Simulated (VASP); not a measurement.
Here is a VASP 6.6.1 calculation.

The input INCAR:

```
PREC = Accurate
ENCUT = 520
EDIFF = 1E-6
ISMEAR = 0
SIGMA = 0.1
LREAL = F
LASPH = T
NELM = 60
ALGO = Normal
ISIF = 2
LWAVE = F
LCHARG = F
GGA = PE
NBANDS = 66
```

Contents of KPOINTS:

```
Automatic mesh
0
Gamma
  6 6 1
```

The input POSCAR:

```
In3SbAs2
1.0
    4.4788598962     -0.0000000031      0.0000000000
   -2.2394299454      3.8788064516      0.0000000000
    0.0000000000      0.0000000000     21.9635860038
In Sb As
6 2 4
Direct
    0.6666666667      0.3333333333      0.1603338253
    0.6666666667      0.3333333333      0.4997963117
    0.6666666667      0.3333333333      0.8401309924
    0.3333333333      0.6666666667     -0.0002036883
    0.3333333333      0.6666666667      0.3401309924
    0.3333333333      0.6666666667      0.6603338253
    0.6666666667      0.3333333333      0.2907995356
    0.3333333333      0.6666666667      0.7907995356
    0.6666666667      0.3333333333      0.6224679192
    0.6666666667      0.3333333333      0.9619713757
    0.3333333333      0.6666666667      0.1224679192
    0.3333333333      0.6666666667      0.4619713757
```

Potentials or basis: VASP PAW PBE potentials, release 64 (In_d, Sb, As).

The run is started by

```sh
$ cat potpaw_PBE.64/In_d/POTCAR potpaw_PBE.64/Sb/POTCAR potpaw_PBE.64/As/POTCAR > POTCAR
$ mpirun -np 1 vasp_std > vasp.out
```

Problem. What does it give for the pressure?

Solution. 0.1 GPa.

Problem. Predict the band gap on the k mesh.

Solution. Zero (filled and empty bands touch).

Problem. Predict the largest force.

Solution. 0.028 eV/Å.

Forces on the atoms (eV/Å):
```
In   0.000  0.000 -0.019
In   0.000  0.000  0.028
In   0.000  0.000  0.025
In   0.000  0.000  0.028
In   0.000  0.000  0.025
In   0.000  0.000 -0.019
Sb   0.000  0.000  0.003
Sb   0.000  0.000  0.003
As   0.000  0.000 -0.024
As   0.000  0.000 -0.013
As   0.000  0.000 -0.024
As   0.000  0.000 -0.013
```

Caveat: spin-orbit coupling is left out, which moves the levels of the heavy elements.
